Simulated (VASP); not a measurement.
# HC12 (a cell with a defect) in VASP: notebook

Runs on HC12 (a cell with a defect). Level: PBE. Tasks: single point.

All numbers are computed with VASP 6.6.1; they aren't measurements. Logs are shortened: lines on timing, memory, paths and dates and some standing lists are left out, and cuts for length are marked.

**1. The cell of the first run**

The cell holds a defect, 13 atoms: a = 4.374 Å, b = 4.374 Å, c = 4.374 Å, α = 80.41°, β = 70.53°, γ = 60.00°.

**2. Single point, PBE**

Input file INCAR:

```
SYSTEM = HC12
PREC = Accurate ; ENCUT = 520
EDIFF = 1E-6 ; ISMEAR = 0
SIGMA = 0.05 ; LREAL = .False.
LASPH = .True. ; NELM = 80
ALGO = Normal ; ISIF = 2
LWAVE = .False. ; LCHARG = .False.
GGA = PE ; NELECT = 48.0
NBANDS = 36
```

Input file KPOINTS:

```
regular mesh
0
Gamma
  6 6 6
  0 0 0
```

Input file POSCAR:

```
HC12
1.0
   -3.5715485858     -1.7857742929     -1.7857742929
   -1.7857742929     -3.5715485858      1.7857742929
   -3.5715485858      1.7857742929      1.7857742929
C H
12 1
Direct
    0.9166666667      0.6666666667      0.2500000000
    0.5833333333      0.3333333333      0.2500000000
    0.2500000000      0.0000000000      0.2500000000
    0.0833333333      0.3333333333      0.7500000000
    0.7500000000      0.0000000000      0.7500000000
    0.4166666667      0.6666666667      0.7500000000
    0.5416666667      0.6666666667      0.3750000000
    0.2083333333      0.3333333333      0.3750000000
    0.8750000000      0.0000000000      0.3750000000
    0.7083333333      0.3333333333      0.8750000000
    0.3750000000      0.0000000000      0.8750000000
    0.0416666667      0.6666666667      0.8750000000
    0.7500000000      0.5000000000      0.2500000000
```

Potentials or basis: VASP PAW PBE potentials, release 64 (C, H).

The run is started by

```sh
$ cat potpaw_PBE.64/C/POTCAR potpaw_PBE.64/H/POTCAR > POTCAR
$ mpirun -np 1 vasp_std > vasp.out
```

OUTCAR:

```text
SYSTEM = HC12
   PREC = Accurate
   ENCUT = 520
   EDIFF = 1E-6
   ISMEAR = 0
   LREAL = .False.
   LASPH = .True.
   NELM = 80
   ISIF = 2
   GGA = PE
   NELECT = 48.0

 ion  position               nearest neighbor table
   1  0.917  0.667  0.250-  13 1.26   9 1.55  12 1.55   7 1.55   8 1.55
   2  0.583  0.333  0.250-  13 1.26  10 1.55   8 1.55   9 1.55   7 1.55
   3  0.250  0.000  0.250-   8 1.55   9 1.55  11 1.55   7 1.55
   4  0.083  0.333  0.750-   8 1.55  10 1.55  11 1.55  12 1.55
   5  0.750  0.000  0.750-  10 1.55   9 1.55  11 1.55  12 1.55
   6  0.417  0.667  0.750-  11 1.55   7 1.55  12 1.55  10 1.55
   7  0.542  0.667  0.375-  13 0.89   6 1.55   1 1.55   3 1.55   2 1.55
   8  0.208  0.333  0.375-   3 1.55   2 1.55   4 1.55   1 1.55
   9  0.875  0.000  0.375-   1 1.55   3 1.55   5 1.55   2 1.55
  10  0.708  0.333  0.875-   5 1.55   4 1.55   2 1.55   6 1.55
  11  0.375  0.000  0.875-   6 1.55   5 1.55   3 1.55   4 1.55
  12  0.042  0.667  0.875-   1 1.55   6 1.55   5 1.55   4 1.55
  13  0.750  0.500  0.250-   7 0.89   2 1.26   1 1.26

  LATTYP: Found a base centered monoclinic cell.
 ALAT       =     4.3742358134
 B/A-ratio  =     1.7320508076
 C/A-ratio  =     1.0000000000
 COS(beta)  =    -0.3333333333

  Lattice vectors:

 A1 = (   1.7857742929,  -1.7857742929,   3.5715485858)
 A2 = (   1.7857742929,   3.5715485858,  -1.7857742929)
 A3 = (  -3.5715485858,   1.7857742929,   1.7857742929)

Analysis of symmetry for initial positions (statically):
=====================================================================
 Subroutine PRICEL returns:
 Original cell was already a primitive cell.

 Routine SETGRP: Setting up the symmetry group for a
 base centered monoclinic supercell.

 Subroutine GETGRP returns: Found  1 space group operations
 (whereof  1 operations were pure point group operations)
 out of a pool of  4 trial point group operations.

The static configuration has the point symmetry C_1 .

Analysis of symmetry for dynamics (positions and initial velocities):
=====================================================================
 Subroutine PRICEL returns:
 Original cell was already a primitive cell.

 Routine SETGRP: Setting up the symmetry group for a
 base centered monoclinic supercell.

 Subroutine GETGRP returns: Found  1 space group operations
 (whereof  1 operations were pure point group operations)
 out of a pool of  4 trial point group operations.

The dynamic configuration has the point symmetry C_1 .

 Subroutine INISYM returns: Found  1 space group operations
 (whereof  1 operations are pure point group operations),
 and found     1 'primitive' translations

----------------------------------------------------------------------------------------

                                     Primitive cell

  volume of cell :      68.3378

  direct lattice vectors                    reciprocal lattice vectors
    -3.571548586 -1.785774293 -1.785774293    -0.139995296 -0.046665099 -0.233325493
    -1.785774293 -3.571548586  1.785774293     0.000000000 -0.186660394  0.186660394
    -3.571548586  1.785774293  1.785774293    -0.139995296  0.139995296  0.139995296

  length of vectors
     4.374235813  4.374235813  4.374235813     0.276074446  0.263977661  0.242478965

  position of ions in fractional coordinates (direct lattice)
     0.916666667  0.666666667  0.250000000
     0.583333333  0.333333333  0.250000000
     0.250000000  0.000000000  0.250000000
     0.083333333  0.333333333  0.750000000
     0.750000000  0.000000000  0.750000000
     0.416666667  0.666666667  0.750000000
     0.541666667  0.666666667  0.375000000
     0.208333333  0.333333333  0.375000000
     0.875000000  0.000000000  0.375000000
     0.708333333  0.333333333  0.875000000
     0.375000000  0.000000000  0.875000000
     0.041666667  0.666666667  0.875000000
     0.750000000  0.500000000  0.250000000

  ion indices of the primitive-cell ions
   primitive index   ion index
                 1           1
                 2           2
                 3           3
                 4           4
                 5           5
                 6           6
                 7           7
                 8           8
                 9           9
                10          10
                11          11
                12          12
                13          13

----------------------------------------------------------------------------------------

 KPOINTS: regular mesh

Automatic generation of k-mesh.
 Grid dimensions read from file:
 generate k-points for:    6    6    6

 Generating k-lattice:

  Cartesian coordinates                     Fractional coordinates (reciprocal lattice)
    -0.023332549 -0.007777516 -0.038887582     0.166666667 -0.000000000 -0.000000000
     0.000000000 -0.031110066  0.031110066     0.000000000  0.166666667  0.000000000
    -0.023332549  0.023332549  0.023332549     0.000000000  0.000000000  0.166666667

  Length of vectors
[... 88 lines left out ...]

 E-fermi :  10.1714     XC(G=0): -13.2185

 val. band max:        9.8588339339   @ k =   0.0000   0.0000   0.0000
 cond. band min:      13.0389147957   @ k =  -0.3333   0.3333   0.3333
 fundamental gap:      3.1800808618
 Fermi energy:        10.1714113029

 k-point     1 :       0.0000    0.0000    0.0000
  band No.  band energies     occupation
      1     -12.7399      2.00000
      2      -7.9612      2.00000
      3      -5.1284      2.00000
      4      -4.5995      2.00000
      5      -4.1313      2.00000
      6      -3.9084      2.00000
[... 28 lines left out ...]
     35      19.5314      0.00000
     36      19.9673      0.00000

 k-point     2 :       0.1667    0.0000   -0.0000
  band No.  band energies     occupation
      1     -12.5540      2.00000
      2      -8.1515      2.00000
      3      -5.7000      2.00000
      4      -5.2645      2.00000
      5      -4.7203      2.00000
      6      -3.9474      2.00000
[... 28 lines left out ...]
     35      19.4757      0.00000
     36      19.7124      0.00000

 k-point     3 :      -0.1667   -0.1667    0.0000
  band No.  band energies     occupation
      1     -12.5479      2.00000
      2      -8.1727      2.00000
      3      -5.8106      2.00000
      4      -5.2450      2.00000
      5      -4.5781      2.00000
      6      -3.8039      2.00000
[... 28 lines left out ...]
     35      19.3802      0.00000
     36      19.7429      0.00000

 k-point     4 :       0.3333    0.0000   -0.0000
  band No.  band energies     occupation
      1     -12.0731      2.00000
      2      -8.7759      2.00000
      3      -6.6183      2.00000
      4      -5.6204      2.00000
      5      -5.3386      2.00000
      6      -4.5155      2.00000
[... 28 lines left out ...]
     35      19.6507      0.00000
     36      19.8232      0.00000

 k-point     5 :      -0.3333   -0.3333    0.0000
  band No.  band energies     occupation
      1     -12.0452      2.00000
      2      -8.8239      2.00000
      3      -6.8555      2.00000
      4      -5.5489      2.00000
      5      -5.1909      2.00000
      6      -4.3926      2.00000
[... 655 lines left out ...]
 k-point    22 :       0.1667    0.0000    0.1667
  band No.  band energies     occupation
      1     -12.5095      2.00000
      2      -8.1619      2.00000
      3      -5.7904      2.00000
      4      -5.2458      2.00000
      5      -4.4657      2.00000
      6      -3.9708      2.00000
[... 28 lines left out ...]
     35      19.7126      0.00000
     36      20.8339      0.00000

 k-point    23 :      -0.1667   -0.1667   -0.1667
  band No.  band energies     occupation
      1     -12.5034      2.00000
      2      -8.1989      2.00000
      3      -5.8692      2.00000
      4      -5.0347      2.00000
      5      -4.4192      2.00000
      6      -4.0861      2.00000
[... 28 lines left out ...]
     35      19.7311      0.00000
     36      20.9083      0.00000

 k-point    24 :       0.3333    0.0000    0.1667
  band No.  band energies     occupation
      1     -12.0946      2.00000
      2      -8.5533      2.00000
      3      -6.3667      2.00000
      4      -5.7090      2.00000
      5      -5.3020      2.00000
      6      -4.7226      2.00000
[... 28 lines left out ...]
     35      18.9350      0.00000
     36      19.9996      0.00000

 [... further k-points ...]
[... 5 lines left out ...]
  --------------------------------------------------------------------------------------
  -------------------------------------------------------------------------------------
  Total       -7.0701346     -7.0593355      1.7148519      3.3087742     -0.0941656      0.0905833
  in kB     -165.7590755   -165.5058920     40.2046473     77.5741033     -2.2077093      2.1237226
  external PRESSURE =     -97.0201068 kB  Pullay stress =       0.0000000 kB

 VOLUME and BASIS-vectors are now :
 -----------------------------------------------------------------------------
  energy-cutoff  :      520.00
  volume of cell :       68.34
      direct lattice vectors                 reciprocal lattice vectors
    -3.571548586 -1.785774293 -1.785774293    -0.139995296 -0.046665099 -0.233325493
    -1.785774293 -3.571548586  1.785774293     0.000000000 -0.186660394  0.186660394
    -3.571548586  1.785774293  1.785774293    -0.139995296  0.139995296  0.139995296

 POSITION                                       TOTAL-FORCE (eV/Angst)
 -----------------------------------------------------------------------------------
     -5.35732     -3.57155     -0.00000        -2.868945     -3.263178     -1.409138
     -3.57155     -1.78577     -0.00000         3.254537      2.776959     -1.387045
     -1.78577      0.00000      0.00000         0.515432     -0.409095     -0.973185
     -3.57155      0.00000      1.78577        -0.131655      0.094145     -0.019072
     -5.35732      0.00000      0.00000        -0.149268      0.263963      0.291777
     -5.35732     -1.78577      1.78577        -0.622227      0.551589     -0.002182
     -4.46444     -2.67866      0.89289        -0.126113      0.171167     16.846331
     -2.67866     -0.89289      0.89289        -0.707092      0.352199      0.496736
     -4.46444     -0.89289     -0.89289        -0.419119      0.694609      0.494608
     -6.25021     -0.89289      0.89289         0.405705     -0.321738     -0.337845
     -4.46444      0.89289      0.89289         0.236220     -0.329137     -0.280944
     -4.46444     -0.89289      2.67866         0.535506     -0.533906     -0.368669
     -4.46444     -2.67866      0.00000         0.077019     -0.047577    -13.351372
 -----------------------------------------------------------------------------------
    total drift:                                0.000006     -0.000057      0.000072

  FREE ENERGIE OF THE ION-ELECTRON SYSTEM (eV)
  ---------------------------------------------------
  free  energy   TOTEN  =      -117.0863600060 eV

  energy  without entropy=     -117.0863600060  energy(sigma->0) =     -117.08636001
```

Wall time 2.3 min (1 thread of Intel Xeon 6975P-C (Granite Rapids), shared host); peak memory 0.32 GiB.

Results:

```
Free energy   : -117.0864 eV
Largest force : 16.848 eV/Å
```

Forces in eV/Å, atoms in the order of the input:
```
C    -2.869  -3.263  -1.409
C     3.255   2.777  -1.387
C     0.515  -0.409  -0.973
C    -0.132   0.094  -0.019
C    -0.149   0.264   0.292
C    -0.622   0.552  -0.002
C    -0.126   0.171  16.846
C    -0.707   0.352   0.497
C    -0.419   0.695   0.495
C     0.406  -0.322  -0.338
C     0.236  -0.329  -0.281
C     0.536  -0.534  -0.369
H     0.077  -0.048 -13.351
```

Caveat: the cell carries a net charge on a neutralising background, which shifts energy and pressure; the cell is charged against a uniform background, so pressure and absolute levels hang on convention.

**3. Single point, PBE**

Input file INCAR:

```
  PREC = Accurate
  ENCUT = 520
  EDIFF = 1E-6
  ISMEAR = 0
  SIGMA = 0.05
  LREAL = False
  LASPH = True
  NELM = 60
  ALGO = Normal
  ISIF = 2
  LWAVE = False
  LCHARG = True
  GGA = PE
  LELF = True
  LVHAR = True
  NBANDS = 36
  NELECT = 48.0
```

Input file KPOINTS:

```
regular mesh
0
Gamma
  6 6 6
```

Edit POSCAR of step 2 so:

```diff
@@ -20,2 +20,2 @@
     0.0416666667      0.6666666667      0.8750000000
-    0.7500000000      0.5000000000      0.2500000000
+    0.6666666667      0.7916666667     -0.1250000000
```

Potentials or basis: VASP PAW PBE potentials, release 64 (C, H).

The run is started by

```sh
$ cat potpaw_PBE.64/C/POTCAR potpaw_PBE.64/H/POTCAR > POTCAR
$ mpirun -np 1 vasp_std > vasp.out
```

Wall time 2.3 min (1 thread of Intel Xeon 6975P-C (Granite Rapids), shared host); peak memory 0.32 GiB.

It converged, with:

- Free energy: -118.3799 eV
- Largest force: 5.208 eV/Å

Forces on the atoms (eV/Å):
```
C   -0.362  0.267  0.235
C   -0.237  0.326  0.307
C   -0.596  0.531  0.826
C    0.509 -0.529 -0.960
C   -1.105 -4.970 -1.097
C    1.476  0.212 -0.562
C    0.002 -0.049 -0.064
C    0.147 -0.284 -0.256
C    0.646 -0.062 -0.348
C   -0.388  1.202  0.332
C    2.826  1.045  4.239
C   -2.126  0.737 -1.278
H   -0.792  1.575 -1.374
```

Levels at points of the mesh, in eV from the Fermi level:
```csv
k point,band 20,band 21,band 22,band 23,band 24,band 25,band 26,band 27,band 28,band 29
"(0.00, 0.00, 0.00)",-3.42,-3.29,-0.42,-0.34,-0.29,3.88,4.87,5.08,5.58,6.19
"(0.50, 0.00, 0.00)",-4.73,-4.64,-4.38,-2.33,-2.27,3.30,6.07,6.13,6.30,7.36
"(0.50, 0.50, 0.00)",-4.69,-4.54,-4.39,-2.43,-2.32,3.64,5.75,6.18,6.32,7.45
"(0.00, 0.50, 0.00)",-5.01,-3.23,-3.11,-2.01,-1.52,3.33,4.24,5.97,6.78,7.38
"(0.00, 0.00, 0.50)",-5.35,-2.86,-2.68,-1.63,-1.62,4.84,6.34,6.55,6.91,7.03
"(0.50, 0.00, 0.50)",-3.96,-3.76,-3.68,-3.10,-3.08,2.65,4.38,5.21,5.71,6.54
"(0.50, 0.50, 0.50)",-4.01,-3.82,-3.65,-3.10,-3.06,2.98,4.30,5.08,5.60,6.34
"(0.00, 0.50, 0.50)",-4.69,-4.65,-4.56,-4.04,-4.01,3.76,5.52,5.66,6.09,6.11
```

Caveat: the cell carries a net charge on a neutralising background, which shifts energy and pressure; the cell is charged against a uniform background, so pressure and absolute levels hang on convention.

**4. Single point, PBE**

Input file INCAR:

```
  PREC = Accurate
  ENCUT = 520
  EDIFF = 1E-6
  ISMEAR = 0
  SIGMA = 0.05
  LREAL = F
  LASPH = T
  NELM = 60
  ALGO = Normal
  ISIF = 2
  LWAVE = F
  LCHARG = T
  GGA = PE
  LELF = T
  LVHAR = T
  NELECT = 48.0
  NBANDS = 36
```

Input file KPOINTS:

```
Automatic mesh
0
Gamma
  6 6 6
```

Edit POSCAR of step 3 so:

```diff
@@ -20,2 +20,2 @@
     0.0416666667      0.6666666667      0.8750000000
-    0.6666666667      0.7916666667     -0.1250000000
+    0.6875000000      0.6250000000      0.0625000000
```

The run is started by

```sh
$ cat potpaw_PBE.64/C/POTCAR potpaw_PBE.64/H/POTCAR > POTCAR
$ mpirun -np 1 vasp_std > vasp.out
```

It took 2.3 min on 1 thread of Intel Xeon 6975P-C (Granite Rapids), shared host; peak memory 0.32 GiB.

The run converged. Its results:

- Free energy: -118.3465 eV
- Largest force: 1.541 eV/Å

Forces in eV/Å, atoms in the order of the input:
```
C   -1.440 -0.476 -0.274
C    0.449  1.365 -0.192
C    0.308 -0.197  0.779
C    0.120 -0.160 -0.787
C    0.222 -0.324 -0.052
C   -0.083  0.257  0.157
C   -0.338  0.382  1.305
C    0.129  0.024  0.147
C   -0.123 -0.106  0.106
C    0.979  0.056 -0.659
C    0.461 -0.500  0.237
C   -0.026 -1.013 -0.673
H   -0.659  0.691 -0.093
```

Levels at points of the mesh, in eV from the Fermi level:
```
           k point  band 20  band 21  band 22  band 23  band 24  band 25  band 26  band 27  band 28  band 29
(0.00, 0.00, 0.00)    -3.10    -3.04    -0.29    -0.27    -0.25     2.68     5.20     5.25     5.35     6.24
(0.50, 0.00, 0.00)    -5.01    -4.46    -4.38    -2.39    -2.24     2.95     5.81     6.29     6.45     7.23
(0.50, 0.50, 0.00)    -5.03    -4.52    -4.39    -2.35    -2.18     2.62     5.75     6.30     6.51     7.46
(0.00, 0.50, 0.00)    -5.02    -3.13    -3.02    -1.80    -1.53     1.84     4.50     6.38     7.18     7.52
(0.00, 0.00, 0.50)    -5.23    -2.16    -2.09    -1.91    -1.89     3.06     6.78     6.85     7.09     7.35
(0.50, 0.00, 0.50)    -4.02    -3.85    -3.59    -3.04    -2.99     1.44     4.50     5.32     5.68     6.86
(0.50, 0.50, 0.50)    -3.94    -3.77    -3.60    -3.04    -3.01     1.49     4.48     5.31     5.78     6.79
(0.00, 0.50, 0.50)    -5.02    -4.41    -4.21    -4.14    -4.10     2.31     5.82     5.94     6.06     6.18
```

Caveat: the cell carries a net charge on a neutralising background, which shifts energy and pressure; the cell is charged against a uniform background, so pressure and absolute levels hang on convention.

**5. Single point, PBE**

Input file INCAR:

```
SYSTEM = HC12
PREC = Accurate ; ENCUT = 520
EDIFF = 1E-6 ; ISMEAR = 0
SIGMA = 0.05 ; LREAL = .FALSE.
LASPH = .TRUE. ; NELM = 100
ALGO = Normal ; ISIF = 2
LWAVE = .FALSE. ; LCHARG = .FALSE.
GGA = PE ; NELECT = 48.0
NBANDS = 36
```

Input file KPOINTS:

```
regular mesh
0
G
  6 6 6
  0 0 0
```

Edit POSCAR of step 4 so:

```diff
@@ -20,2 +20,2 @@
     0.0416666667      0.6666666667      0.8750000000
-    0.6875000000      0.6250000000      0.0625000000
+    0.7500000000      0.8750000000     -0.1250000000
```

The run is started by

```sh
$ cat potpaw_PBE.64/C/POTCAR potpaw_PBE.64/H/POTCAR > POTCAR
$ mpirun -np 1 vasp_std > vasp.out
```

Wall time 1.8 min (1 thread of Intel Xeon 6975P-C (Granite Rapids), shared host); peak memory 0.32 GiB.

Results (log left out):

```yaml
Free_energy: -111.9334 eV
Largest_force: 49.152 eV/Å
```

Forces on the atoms (eV/Å):
```
C    -0.349   0.353   0.459
C    -0.262   0.306   0.381
C    -0.475   0.200   0.292
C     0.586  -0.593  -0.236
C    15.457 -46.644   1.145
C     0.407  -0.829  -0.223
C     0.218   0.009  -0.116
C     0.166  -0.279  -0.302
C     0.444   0.043  -0.782
C    -0.492   0.550   0.333
C     1.902   0.900   2.144
C    -4.397   2.376  -4.894
H   -13.203  43.607   1.799
```

Levels at points of the mesh, in eV from the Fermi level:
```csv
k point,band 20,band 21,band 22,band 23,band 24,band 25,band 26,band 27,band 28,band 29
"(0.00, 0.00, 0.00)",-3.62,-3.33,-0.76,-0.42,-0.30,3.85,4.95,5.04,5.71,6.26
"(0.50, 0.00, 0.00)",-4.84,-4.73,-4.33,-2.48,-2.18,3.13,5.89,6.16,6.35,7.53
"(0.50, 0.50, 0.00)",-4.74,-4.53,-4.41,-3.10,-2.20,4.12,5.59,6.16,6.54,7.60
"(0.00, 0.50, 0.00)",-5.04,-3.48,-3.12,-2.10,-1.61,3.90,4.36,5.17,7.26,7.52
"(0.00, 0.00, 0.50)",-5.28,-3.08,-2.74,-1.67,-1.67,4.66,6.16,6.59,6.87,7.02
"(0.50, 0.00, 0.50)",-3.99,-3.77,-3.68,-3.20,-3.12,3.05,4.48,5.32,5.55,6.79
"(0.50, 0.50, 0.50)",-4.15,-3.96,-3.66,-3.13,-3.09,4.02,4.23,5.02,5.78,5.99
"(0.00, 0.50, 0.50)",-4.75,-4.69,-4.48,-4.11,-4.03,4.19,5.27,5.71,5.95,6.20
```

Caveat: the cell carries a net charge on a neutralising background, which shifts energy and pressure; the cell is charged against a uniform background, so pressure and absolute levels hang on convention; atoms lie so close that the PAW spheres overlap strongly, which falsifies energies and pressures.
